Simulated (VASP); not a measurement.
# WC (P6_3/mmc) in VASP: single point with PBE

Aim: the single point of WC with PBE.

Everything below comes from runs of VASP 6.6.1. Logs are shortened: lines on timing, memory, paths and dates and some standing lists are left out, and cuts for length are marked.

**1. The cell of the first run**

The structure is hexagonal, space group P6_3/mmc (No. 194). Conventional cell: a = 2.917 Å, b = 2.917 Å, c = 5.752 Å, α = 90.00°, β = 90.00°, γ = 120.00°. W (site symmetry -3m) has 6 C at 2.21 Å and 8 W at 2.88 to 2.92 Å within 3.0 Å. C (site symmetry -6m2) has 6 W at 2.21 Å and 6 C at 2.92 Å within 3.0 Å.

**2. Single point, PBE**

The input, INCAR:

```
  PREC = Accurate
  ENCUT = 1300
  EDIFF = 1E-6
  ISMEAR = 0
  SIGMA = 0.1
  LREAL = F
  LASPH = T
  NELM = 120
  ALGO = Normal
  ISIF = 2
  LWAVE = F
  LCHARG = F
  GGA = PE
  NBANDS = 26
  GGA_COMPAT = F
```

The input, KPOINTS:

```
regular mesh
0
Gamma
  18 18 8
```

The input, POSCAR:

```
WC
1.0
    2.9174674820      0.0000000000      0.0000000000
   -1.4587337410      2.5266009541      0.0000000000
    0.0000000000      0.0000000000      5.7522486909
W C
2 2
Direct
    0.0000000000      0.0000000000      0.0000000000
    0.0000000000      0.0000000000      0.5000000000
    0.3333333333      0.6666666667      0.2500000000
    0.6666666667      0.3333333333      0.7500000000
```

Potentials or basis: VASP PAW PBE potentials, release 64 (W_sv, C_h).

On the command line:

```sh
> cat potpaw_PBE.64/W_sv/POTCAR potpaw_PBE.64/C_h/POTCAR > POTCAR
> mpirun -np 1 vasp_std > vasp.out
```

OUTCAR:

```text
PREC = Accurate
   ENCUT = 1300
   EDIFF = 1E-6
   ISMEAR = 0
   LREAL = F
   LASPH = T
   NELM = 120
   ISIF = 2
   GGA = PE

 ion  position               nearest neighbor table
   1  0.000  0.000  0.000-   3 2.21   4 2.21   3 2.21   4 2.21   4 2.21   3 2.21   2 2.88   2 2.88

   2  0.000  0.000  0.500-   3 2.21   4 2.21   3 2.21   4 2.21   4 2.21   3 2.21   1 2.88   1 2.88

   3  0.333  0.667  0.250-   1 2.21   2 2.21   1 2.21   2 2.21   1 2.21   2 2.21
   4  0.667  0.333  0.750-   1 2.21   2 2.21   1 2.21   2 2.21   1 2.21   2 2.21

  LATTYP: Found a hexagonal cell.
 ALAT       =     2.9174674820
 C/A-ratio  =     1.9716582023

  Lattice vectors:

 A1 = (   2.9174674820,   0.0000000000,   0.0000000000)
 A2 = (  -1.4587337410,   2.5266009541,   0.0000000000)
 A3 = (   0.0000000000,   0.0000000000,   5.7522486909)

Analysis of symmetry for initial positions (statically):
=====================================================================
 Subroutine PRICEL returns:
 Original cell was already a primitive cell.

 Routine SETGRP: Setting up the symmetry group for a
 hexagonal supercell.

 Subroutine GETGRP returns: Found 24 space group operations
 (whereof 12 operations were pure point group operations)
 out of a pool of 24 trial point group operations.

The static configuration has the point symmetry D_3d.
 The point group associated with its full space group is D_6h.

Analysis of symmetry for dynamics (positions and initial velocities):
=====================================================================
 Subroutine PRICEL returns:
 Original cell was already a primitive cell.

 Routine SETGRP: Setting up the symmetry group for a
 hexagonal supercell.

 Subroutine GETGRP returns: Found 24 space group operations
 (whereof 12 operations were pure point group operations)
 out of a pool of 24 trial point group operations.

The dynamic configuration has the point symmetry D_3d.
 The point group associated with its full space group is D_6h.

 Subroutine INISYM returns: Found 24 space group operations
 (whereof 12 operations are pure point group operations),
 and found     1 'primitive' translations

----------------------------------------------------------------------------------------

                                     Primitive cell

  volume of cell :      42.4014

  direct lattice vectors                    reciprocal lattice vectors
     2.917467482  0.000000000  0.000000000     0.342763032  0.197894329  0.000000000
    -1.458733741  2.526600954  0.000000000     0.000000000  0.395788658  0.000000000
     0.000000000  0.000000000  5.752248691     0.000000000  0.000000000  0.173845057

  length of vectors
     2.917467482  2.917467482  5.752248691     0.395788658  0.395788658  0.173845057

  position of ions in fractional coordinates (direct lattice)
     0.000000000  0.000000000  0.000000000
     0.000000000  0.000000000  0.500000000
     0.333333333  0.666666667  0.250000000
     0.666666667  0.333333333  0.750000000

  ion indices of the primitive-cell ions
   primitive index   ion index
                 1           1
                 2           2
                 3           3
                 4           4

----------------------------------------------------------------------------------------

 KPOINTS: regular mesh

Automatic generation of k-mesh.
 Grid dimensions read from file:
 generate k-points for:   18   18    8

 Generating k-lattice:

  Cartesian coordinates                     Fractional coordinates (reciprocal lattice)
     0.019042391  0.010994129  0.000000000     0.055555556  0.000000000  0.000000000
     0.000000000  0.021988259  0.000000000     0.000000000  0.055555556  0.000000000
     0.000000000  0.000000000  0.021730632     0.000000000  0.000000000  0.125000000

  Length of vectors
     0.021988259  0.021988259  0.021730632

  Shift w.r.t. Gamma in fractional coordinates (k-lattice)
     0.000000000  0.000000000  0.000000000

 Subroutine IBZKPT returns following result:
 ===========================================

 Found    185 irreducible k-points:

 Following reciprocal coordinates:
            Coordinates               Weight
  0.000000  0.000000  0.000000      1.000000
  0.055556  0.000000  0.000000      6.000000
  0.111111  0.000000  0.000000      6.000000
  0.166667  0.000000  0.000000      6.000000
  0.222222  0.000000  0.000000      6.000000
  0.277778  0.000000  0.000000      6.000000
[... 16 lines left out ...]
  0.333333  0.111111  0.000000     12.000000
  0.388889  0.111111  0.000000     12.000000
 [... further k-points ...]
   k-points           NKPTS =    185   k-points in BZ     NKDIM =    185   number of bands    NBANDS=     26
   number of dos      NEDOS =    301   number of ions     NIONS =      4
   total plane-waves  NPLWV =  90720
   dimension x,y,z NGX =    36 NGY =   36 NGZ =   70
   dimension x,y,z NGXF=    72 NGYF=   72 NGZF=  140
   ions per type =               2   2
   NGX,Y,Z   is equivalent  to a cutoff of  20.51, 20.51, 20.23 a.u.
   NGXF,Y,Z  is equivalent  to a cutoff of  41.03, 41.03, 40.46 a.u.
 SYSTEM =  unknown system
   PREC   = accura    normal or accurate (medium, high low for compatibility)
   ISTART =      0    job   : 0-new  1-cont  2-samecut
   ICHARG =      2    charge: 1-file 2-atom 10-const
   ISPIN  =      1    spin polarized calculation?
   LNONCOLLINEAR =      F non collinear calculations
   LSORBIT =      F    spin-orbit coupling
   LASPH  =      T    aspherical Exc in radial PAW
   ENCUT  = 1300.0 eV  95.55 Ry    9.77 a.u.   8.58  8.58 16.91*2*pi/ulx,y,z
   NELM   =    120;   NELMIN=  2; NELMDL= -5     # of ELM steps
   EDIFF  = 0.1E-05   stopping-criterion for ELM
   LREAL  =      F    real-space projection
   EDIFFG = 0.1E-04   stopping-criterion for IOM
   NSW    =      0    number of steps for IOM
   IBRION =     -1    ionic relax: 0-MD 1-quasi-New 2-CG
   NFREE  =      0    steps in history (QN), initial steepest desc. (CG)
   ISIF   =      2    stress and relaxation
   ISYM   =      2    0-nonsym 1-usesym 2-fastsym
   POTIM  = 0.5000    time-step for ionic-motion
   TEBEG  =    0.0;   TEEND  =   0.0 temperature during run
   PSTRESS=    0.0 pullay stress
   NELECT =      36.0000    total number of electrons
   NUPDOWN=      -1.0000    fix difference up-down
   EMIN   =  10.00;   EMAX   =-10.00  energy-range for DOS
   EFERMI =   0.00;   METHOD = LEGACY
   ISMEAR =     0;   SIGMA  =   0.10  broadening in eV -4-tet -1-fermi 0-gaus
   EFERMI_NEDOS =   21; number of points for ismear=-14 and -15
   IALGO  =     38    algorithm
   IMIX   =      4    mixing-type and parameters
     AMIX     =   0.40;   BMIX     =  1.00
     AMIX_MAG =   1.60;   BMIX_MAG =  1.00
  volume/ion in A,a.u.               =      10.60        71.53
  Fermi-wavevector in a.u.,A,eV,Ry     =   1.550180  2.929416 32.695603  2.403059
  Thomas-Fermi vector in A             =   2.654881
   LORBIT       =      0    0 simple, 1 ext, 2 COOP (PROOUT), +10 PAW based schemes
   GGA     = PE    functional components
   LHFCALC =     F    Hartree Fock is set to
   AEXX    =    0.0000 exact exchange contribution
   IVDW    =     0    specifies the selected vdW correction
   LEPSILON=     F    determine dielectric tensor
   LRPA    =     F    only Hartree local field effects (RPA)
 non-spin polarized calculation
 Gauss-broadening in eV      SIGMA  =   0.10
  energy-cutoff  :     1300.00
  volume of cell :       42.40
 maximum number of plane-waves:      4552
 NGX is ok and might be reduce to    36
   NGX = 17   NGY = 17   NGZ = 33

 number of electron      36.0000000 magnetization

 Free energy of the ion-electron system (eV)
  ---------------------------------------------------
  ext. energy  EPLUGINS =         0.00000000
  ---------------------------------------------------
  free energy    TOTEN  =       -44.10053098 eV

  energy without entropy =      -44.09388605  energy(sigma->0) =      -44.09720851

 E-fermi :  11.3221     XC(G=0): -13.7157

 val. band max:       11.3196556183   @ k =   0.1667   0.1667   0.3750
 cond. band min:      11.3223810014   @ k =   0.0556   0.0556   0.2500
 fundamental gap:      0.0027253830
 Fermi energy:        11.3221371084

 k-point     1 :       0.0000    0.0000    0.0000
  band No.  band energies     occupation
      1     -62.8591      2.00000
      2     -62.8252      2.00000
      3     -27.4730      2.00000
      4     -26.8220      2.00000
      5     -26.7724      2.00000
      6     -26.7724      2.00000
[... 18 lines left out ...]
     25      19.2206      0.00000
     26      19.3403      0.00000

 k-point     2 :       0.0556    0.0000    0.0000
  band No.  band energies     occupation
      1     -62.8574      2.00000
      2     -62.8236      2.00000
      3     -27.4682      2.00000
      4     -26.8188      2.00000
      5     -26.7972      2.00000
      6     -26.7781      2.00000
[... 18 lines left out ...]
     25      19.0329      0.00000
     26      19.2057      0.00000

 k-point     3 :       0.1111    0.0000    0.0000
  band No.  band energies     occupation
      1     -62.8526      2.00000
      2     -62.8189      2.00000
      3     -27.4543      2.00000
      4     -26.8681      2.00000
      5     -26.8098      2.00000
      6     -26.8047      2.00000
[... 18 lines left out ...]
     25      18.7139      0.00000
     26      19.1352      0.00000

 k-point     4 :       0.1667    0.0000    0.0000
  band No.  band energies     occupation
      1     -62.8453      2.00000
      2     -62.8117      2.00000
      3     -27.4330      2.00000
      4     -26.9754      2.00000
      5     -26.9063      2.00000
      6     -26.8188      2.00000
[... 18 lines left out ...]
     25      18.3150      0.00000
     26      19.1336      0.00000
[... 496 lines left out ...]
      1     -62.8152      2.00000
      2     -62.7821      2.00000
      3     -27.3621      2.00000
      4     -27.3433      2.00000
      5     -27.2717      2.00000
      6     -26.9573      2.00000
[... 18 lines left out ...]
     25      18.8022      0.00000
     26      19.4505      0.00000

 k-point    23 :       0.3333    0.1111    0.0000
  band No.  band energies     occupation
      1     -62.8083      2.00000
      2     -62.7753      2.00000
      3     -27.4471      2.00000
      4     -27.3537      2.00000
      5     -27.3240      2.00000
      6     -26.9882      2.00000
[... 18 lines left out ...]
     25      19.3458      0.00000
     26      19.6484      0.00000

 k-point    24 :       0.3889    0.1111    0.0000
  band No.  band energies     occupation
      1     -62.8037      2.00000
      2     -62.7709      2.00000
      3     -27.5028      2.00000
      4     -27.4068      2.00000
      5     -27.3106      2.00000
      6     -27.0083      2.00000
[... 18 lines left out ...]
     25      19.5300      0.00000
     26      19.8000      0.00000

 [... further k-points ...]

------------------------ aborting loop because EDIFF is reached ----------------------------------------

  FORCE on cell =-STRESS in cart. coord.  units (eV):
  Direction    XX          YY          ZZ          XY          YZ          ZX
  --------------------------------------------------------------------------------------
  -------------------------------------------------------------------------------------
  Total        0.2479711      0.2479711      0.2603819      0.0000000      0.0000000      0.0000000
  in kB        9.3698230      9.3698230      9.8387764      0.0000000      0.0000000      0.0000000
  external PRESSURE =       9.5261408 kB  Pullay stress =       0.0000000 kB

 VOLUME and BASIS-vectors are now :
 -----------------------------------------------------------------------------
  energy-cutoff  :     1300.00
  volume of cell :       42.40
      direct lattice vectors                 reciprocal lattice vectors
     2.917467482  0.000000000  0.000000000     0.342763032  0.197894329  0.000000000
    -1.458733741  2.526600954  0.000000000     0.000000000  0.395788658  0.000000000
     0.000000000  0.000000000  5.752248691     0.000000000  0.000000000  0.173845057

 POSITION                                       TOTAL-FORCE (eV/Angst)
 -----------------------------------------------------------------------------------
      0.00000      0.00000      0.00000         0.000000      0.000000      0.000000
      0.00000      0.00000      2.87612         0.000000      0.000000      0.000000
     -0.00000      1.68440      1.43806        -0.000000      0.000000      0.000000
      1.45873      0.84220      4.31419        -0.000000     -0.000000     -0.000000
 -----------------------------------------------------------------------------------
    total drift:                               -0.000000      0.000000     -0.000000

  FREE ENERGIE OF THE ION-ELECTRON SYSTEM (eV)
  ---------------------------------------------------
  free  energy   TOTEN  =       -44.1005309756 eV

  energy  without entropy=      -44.0938860495  energy(sigma->0) =      -44.09720851
```

Wall time 4.8 min (1 thread of AMD EPYC 9R45 (Zen 5), shared host); peak memory 0.74 GiB.

What came out:

```
Free energy            : -44.1005 eV
Pressure               : 1.0 GPa
Band gap on the k mesh : zero (bands 18 and 19 overlap by 0.71 eV)
```

Caveat: spin-orbit coupling is left out, which moves the levels of the heavy elements.
